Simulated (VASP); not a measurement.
# Co in VASP: single point with PBE

Aim: the single point of Co with PBE.

Everything below comes from runs of VASP 6.6.1. Logs are shortened: lines on timing, memory, paths and dates and some standing lists are left out, and cuts for length are marked.

## 1. The cell of the first run

The cell holds a slab with vacuum, 6 atoms: a = 2.492 Å, b = 2.492 Å, c = 25.083 Å, α = 90.00°, β = 90.00°, γ = 120.00°.

## 2. Single point, PBE, collinear spin, ferromagnetic start

The input, INCAR:

```
SYSTEM = Co
PREC     = Accurate       ! precision mode
ENCUT    = 520            ! plane-wave cutoff, eV
EDIFF    = 1E-6           ! SCF threshold, eV
ISMEAR   = 0              ! smearing method
SIGMA    = 0.1            ! smearing width, eV
LREAL    = .FALSE.        ! projectors in reciprocal space
LASPH    = .TRUE.         ! aspherical terms in the spheres
NELM     = 150            ! most SCF steps
ALGO     = Normal         ! electronic algorithm
ISIF     = 2              ! what is computed and relaxed
LWAVE    = .FALSE.        ! write WAVECAR
LCHARG   = .FALSE.        ! write CHGCAR
ISPIN    = 2              ! spin polarisation
MAGMOM   = 1.84 1.84 1.84 1.84 1.84 1.84 ! initial moments
LORBIT   = 11             ! projections on sites
LMAXMIX  = 4              ! l up to which the mixer works
LDIPOL   = .TRUE.       
IDIPOL   = 3            
DIPOL    = 0.5 0.5 0.500
GGA      = PE             ! functional
NBANDS   = 40             ! bands
```

The input, KPOINTS:

```
Automatic mesh
0
G
  15 15 1
  0 0 0
```

The input, POSCAR:

```
Co
1.0
    2.4922554825      0.0000000000      0.0000000000
   -1.2461277413      2.1583565606      0.0000000000
    0.0000000000      0.0000000000     25.0832971005
Co
6
Direct
    0.6666666667      0.3333333333      0.3006555240
    0.3333333333      0.6666666667      0.3784191467
    0.6666666667      0.3333333333      0.4604293132
    0.3333333333      0.6666666667      0.5395707006
    0.6666666667      0.3333333333      0.6215808529
    0.3333333333      0.6666666667      0.6993444625
```

Potentials or basis: VASP PAW PBE potentials, release 64 (Co).

Command:

```
cat potpaw_PBE.64/Co/POTCAR > POTCAR
mpirun -np 1 vasp_std > vasp.out
```

OUTCAR:

```text
SYSTEM = Co
   PREC = Accurate
   ENCUT = 520
   EDIFF = 1E-6
   ISMEAR = 0
   LREAL = .FALSE.
   LASPH = .TRUE.
   NELM = 150
   ISIF = 2
   ISPIN = 2
   LORBIT = 11
   GGA = PE

 ion  position               nearest neighbor table
   1  0.667  0.333  0.301-   2 2.42   2 2.42   2 2.42
   2  0.333  0.667  0.378-   1 2.42   1 2.42   1 2.42   3 2.51   3 2.51   3 2.51
   3  0.667  0.333  0.460-   4 2.45   4 2.45   4 2.45   2 2.51   2 2.51   2 2.51
   4  0.333  0.667  0.540-   3 2.45   3 2.45   3 2.45   5 2.51   5 2.51   5 2.51
   5  0.667  0.333  0.622-   6 2.42   6 2.42   6 2.42   4 2.51   4 2.51   4 2.51
   6  0.333  0.667  0.699-   5 2.42   5 2.42   5 2.42

  LATTYP: Found a hexagonal cell.
 ALAT       =     2.4922554825
 C/A-ratio  =    10.0644967086

  Lattice vectors:

 A1 = (   2.4922554825,   0.0000000000,   0.0000000000)
 A2 = (  -1.2461277413,   2.1583565606,   0.0000000000)
 A3 = (   0.0000000000,   0.0000000000,  25.0832971005)

Analysis of symmetry for initial positions (statically):
=====================================================================
 Subroutine PRICEL returns:
 Original cell was already a primitive cell.

 Routine SETGRP: Setting up the symmetry group for a
 hexagonal supercell.

 Subroutine GETGRP returns: Found 12 space group operations
 (whereof 12 operations were pure point group operations)
 out of a pool of 24 trial point group operations.

The static configuration has the point symmetry D_3d.

Analysis of symmetry for dynamics (positions and initial velocities):
=====================================================================
 Subroutine PRICEL returns:
 Original cell was already a primitive cell.

 Routine SETGRP: Setting up the symmetry group for a
 hexagonal supercell.

 Subroutine GETGRP returns: Found 12 space group operations
 (whereof 12 operations were pure point group operations)
 out of a pool of 24 trial point group operations.

The dynamic configuration has the point symmetry D_3d.

Analysis of structural, dynamic, and magnetic symmetry:
=====================================================================
 Subroutine PRICEL returns:
 Original cell was already a primitive cell.

 Routine SETGRP: Setting up the symmetry group for a
 hexagonal supercell.

 Subroutine GETGRP returns: Found 12 space group operations
 (whereof 12 operations were pure point group operations)
 out of a pool of 24 trial point group operations.

The overall configuration has the point symmetry D_3d.

 Subroutine INISYM returns: Found 12 space group operations
 (whereof 12 operations are pure point group operations),
 and found     1 'primitive' translations

----------------------------------------------------------------------------------------

                                     Primitive cell

  volume of cell :     134.9275

  direct lattice vectors                    reciprocal lattice vectors
     2.492255483  0.000000000  0.000000000     0.401242973  0.231657739  0.000000000
    -1.246127741  2.158356561  0.000000000     0.000000000  0.463315477  0.000000000
     0.000000000  0.000000000 25.083297101     0.000000000  0.000000000  0.039867167

  length of vectors
     2.492255483  2.492255483 25.083297101     0.463315477  0.463315477  0.039867167

  position of ions in fractional coordinates (direct lattice)
     0.666666667  0.333333333  0.300655524
     0.333333333  0.666666667  0.378419147
     0.666666667  0.333333333  0.460429313
     0.333333333  0.666666667  0.539570701
     0.666666667  0.333333333  0.621580853
     0.333333333  0.666666667  0.699344463

  ion indices of the primitive-cell ions
   primitive index   ion index
                 1           1
                 2           2
                 3           3
                 4           4
                 5           5
                 6           6

----------------------------------------------------------------------------------------

 KPOINTS: Automatic mesh

Automatic generation of k-mesh.
 Grid dimensions read from file:
 generate k-points for:   15   15    1

 Generating k-lattice:

  Cartesian coordinates                     Fractional coordinates (reciprocal lattice)
     0.026749532  0.015443849  0.000000000     0.066666667  0.000000000  0.000000000
     0.000000000  0.030887698  0.000000000     0.000000000  0.066666667  0.000000000
     0.000000000  0.000000000  0.039867167     0.000000000  0.000000000  1.000000000

  Length of vectors
     0.030887698  0.030887698  0.039867167

  Shift w.r.t. Gamma in fractional coordinates (k-lattice)
     0.000000000  0.000000000  0.000000000

 Subroutine IBZKPT returns following result:
 ===========================================

 Found     27 irreducible k-points:

 Following reciprocal coordinates:
            Coordinates               Weight
  0.000000  0.000000  0.000000      1.000000
  0.066667  0.000000  0.000000      6.000000
  0.133333 -0.000000  0.000000      6.000000
  0.200000  0.000000  0.000000      6.000000
  0.266667 -0.000000  0.000000      6.000000
  0.333333 -0.000000  0.000000      6.000000
[... 16 lines left out ...]
  0.333333  0.200000  0.000000     12.000000
  0.400000  0.200000  0.000000      6.000000
 [... further k-points ...]
   k-points           NKPTS =     27   k-points in BZ     NKDIM =     27   number of bands    NBANDS=     40
   number of dos      NEDOS =    301   number of ions     NIONS =      6
   total plane-waves  NPLWV =  76800
   dimension x,y,z NGX =    20 NGY =   20 NGZ =  192
   dimension x,y,z NGXF=    40 NGYF=   40 NGZF=  384
   ions per type =               6
   NGX,Y,Z   is equivalent  to a cutoff of  13.34, 13.34, 12.73 a.u.
   NGXF,Y,Z  is equivalent  to a cutoff of  26.68, 26.68, 25.45 a.u.
 SYSTEM =  Co
   PREC   = accura    normal or accurate (medium, high low for compatibility)
   ISTART =      0    job   : 0-new  1-cont  2-samecut
   ICHARG =      2    charge: 1-file 2-atom 10-const
   ISPIN  =      2    spin polarized calculation?
   LNONCOLLINEAR =      F non collinear calculations
   LSORBIT =      F    spin-orbit coupling
   LASPH  =      T    aspherical Exc in radial PAW
   ENCUT  =  520.0 eV  38.22 Ry    6.18 a.u.   4.63  4.63 46.64*2*pi/ulx,y,z
   NELM   =    150;   NELMIN=  2; NELMDL= -5     # of ELM steps
   EDIFF  = 0.1E-05   stopping-criterion for ELM
   LREAL  =      F    real-space projection
   EDIFFG = 0.1E-04   stopping-criterion for IOM
   NSW    =      0    number of steps for IOM
   IBRION =     -1    ionic relax: 0-MD 1-quasi-New 2-CG
   NFREE  =      0    steps in history (QN), initial steepest desc. (CG)
   ISIF   =      2    stress and relaxation
   ISYM   =      2    0-nonsym 1-usesym 2-fastsym
   POTIM  = 0.5000    time-step for ionic-motion
   TEBEG  =    0.0;   TEEND  =   0.0 temperature during run
   PSTRESS=    0.0 pullay stress
   NELECT =      54.0000    total number of electrons
   NUPDOWN=      -1.0000    fix difference up-down
   EMIN   =  10.00;   EMAX   =-10.00  energy-range for DOS
   EFERMI =   0.00;   METHOD = LEGACY
   ISMEAR =     0;   SIGMA  =   0.10  broadening in eV -4-tet -1-fermi 0-gaus
   EFERMI_NEDOS =   21; number of points for ismear=-14 and -15
   IALGO  =     38    algorithm
   IMIX   =      4    mixing-type and parameters
     AMIX     =   0.40;   BMIX     =  1.00
     AMIX_MAG =   1.60;   BMIX_MAG =  1.00
  volume/ion in A,a.u.               =      22.49       151.76
  Fermi-wavevector in a.u.,A,eV,Ry     =   1.206441  2.279842 19.803266  1.455499
  Thomas-Fermi vector in A             =   2.342108
   LORBIT       =     11    0 simple, 1 ext, 2 COOP (PROOUT), +10 PAW based schemes
   GGA     = PE    functional components
   LHFCALC =     F    Hartree Fock is set to
   AEXX    =    0.0000 exact exchange contribution
   IVDW    =     0    specifies the selected vdW correction
   LEPSILON=     F    determine dielectric tensor
   LRPA    =     F    only Hartree local field effects (RPA)
 spin polarized calculation
 Gauss-broadening in eV      SIGMA  =   0.10
  energy-cutoff  :      520.00
  volume of cell :      134.93
 maximum number of plane-waves:      3670
 NGX is ok and might be reduce to    20
   NGX =  9   NGY =  9   NGZ = 93

 number of electron      53.9999992 magnetization      10.0065769

 dipolmoment           0.000000      0.000000     -0.000000 electrons x Angstroem

 number of electron      53.9999992 magnetization       9.9324874

 dipolmoment           0.000000      0.000000      0.000000 electrons x Angstroem

 Free energy of the ion-electron system (eV)
  ---------------------------------------------------
  ext. energy  EPLUGINS =         0.00000000
  ---------------------------------------------------
  free energy    TOTEN  =       -40.81226836 eV

  energy without entropy =      -40.78718566  energy(sigma->0) =      -40.79972701

 E-fermi :   2.4976     XC(G=0):  -7.2235

 val. band max:        2.4836950609   @ k =   0.0667   0.0000   0.0000
 cond. band min:       2.5056557754   @ k =   0.1333   0.1333   0.0000
 fundamental gap:      0.0219607146
 Fermi energy:         2.4976266683

 spin component 1

 k-point     1 :       0.0000    0.0000    0.0000
  band No.  band energies     occupation
      1      -6.2271      1.00000
      2      -5.5882      1.00000
      3      -4.5857      1.00000
      4      -3.4366      1.00000
      5      -2.8423      1.00000
      6      -2.6910      1.00000
[... 31 lines left out ...]
     38       7.1152      0.00000
     39       7.2827      0.00000
[... 964 lines left out ...]
     38       9.7731      0.00000
     39      10.7502      0.00000

 [... further k-points ...]

 spin component 2

 k-point     1 :       0.0000    0.0000    0.0000
  band No.  band energies     occupation
      1      -6.2309      1.00000
      2      -5.5804      1.00000
      3      -4.5415      1.00000
      4      -3.2200      1.00000
      5      -2.2380      1.00000
      6      -1.8156      1.00000
[... 31 lines left out ...]
     38       7.1050      0.00000
     39       7.3246      0.00000
[... 964 lines left out ...]
     38      10.4641      0.00000
     39      11.3989      0.00000

 [... further k-points ...]

 [bands above 39 left out]

------------------------ aborting loop because EDIFF is reached ----------------------------------------

 vacuum level on the upper side and lower side of the slab       (xc-potential included)        -0.005        -0.005

  FORCE on cell =-STRESS in cart. coord.  units (eV):
  Direction    XX          YY          ZZ          XY          YZ          ZX
  --------------------------------------------------------------------------------------
  -------------------------------------------------------------------------------------
  Total       -1.4244283     -1.4244283     -0.2736270      0.0000000      0.0000000      0.0000000
  in kB      -16.9141749    -16.9141749     -3.2491457      0.0000000      0.0000000      0.0000000
  external PRESSURE =     -12.3591652 kB  Pullay stress =       0.0000000 kB

 VOLUME and BASIS-vectors are now :
 -----------------------------------------------------------------------------
  energy-cutoff  :      520.00
  volume of cell :      134.93
      direct lattice vectors                 reciprocal lattice vectors
     2.492255483  0.000000000  0.000000000     0.401242973  0.231657739  0.000000000
    -1.246127741  2.158356561  0.000000000     0.000000000  0.463315477  0.000000000
     0.000000000  0.000000000 25.083297101     0.000000000  0.000000000  0.039867167

 POSITION                                       TOTAL-FORCE (eV/Angst)
 -----------------------------------------------------------------------------------
      1.24613      0.71945      7.54143         0.000000     -0.000000      0.028456
     -0.00000      1.43890      9.49200        -0.000000     -0.000000     -0.001818
      1.24613      0.71945     11.54909         0.000000     -0.000000     -0.000258
     -0.00000      1.43890     13.53421         0.000000      0.000000      0.000258
      1.24613      0.71945     15.59130        -0.000000      0.000000      0.001818
     -0.00000      1.43890     17.54186         0.000000      0.000000     -0.028456
 -----------------------------------------------------------------------------------
    total drift:                                0.000000     -0.000000      0.000001

  FREE ENERGIE OF THE ION-ELECTRON SYSTEM (eV)
  ---------------------------------------------------
  free  energy   TOTEN  =       -40.8122683563 eV

  energy  without entropy=      -40.7871856647  energy(sigma->0) =      -40.79972701

 vacuum level on the upper side and lower side of the slab         7.406         7.406

 total charge

# of ion       s       p       d       tot
------------------------------------------
    1        0.487   0.414   7.242   8.143
    2        0.489   0.527   7.268   8.284
    3        0.488   0.520   7.262   8.271
    4        0.488   0.520   7.262   8.271
    5        0.489   0.527   7.268   8.284
    6        0.487   0.414   7.242   8.143
--------------------------------------------------
tot          2.926   2.923  43.544  49.393

 magnetization (x)

# of ion       s       p       d       tot
------------------------------------------
    1       -0.011  -0.042   1.786   1.732
    2       -0.016  -0.056   1.733   1.661
    3       -0.014  -0.054   1.701   1.632
    4       -0.014  -0.054   1.701   1.632
    5       -0.016  -0.056   1.733   1.661
    6       -0.011  -0.042   1.786   1.732
--------------------------------------------------
tot         -0.082  -0.305  10.439  10.052
```

Run time: 9.9 min. Hardware: 1 thread of AMD EPYC 7R13 (Zen 3), shared host; peak memory 0.39 GiB.

Results:

```
Free energy                                           : -40.8123 eV
Largest force                                         : 0.028 eV/Å
Net moment                                            : 9.93 μB per cell
Site moments                                          : Co +1.73, +1.66, +1.63 (each value once) μB
Valence electrons inside the program's atomic spheres : Co 8.14, 8.28, 8.27 (each value once)
```

Forces in eV/Å, atoms in the order of the input:
```
Co   0.000  0.000  0.028
Co   0.000  0.000 -0.002
Co   0.000  0.000  0.000
Co   0.000  0.000  0.000
Co   0.000  0.000  0.002
Co   0.000  0.000 -0.028
```
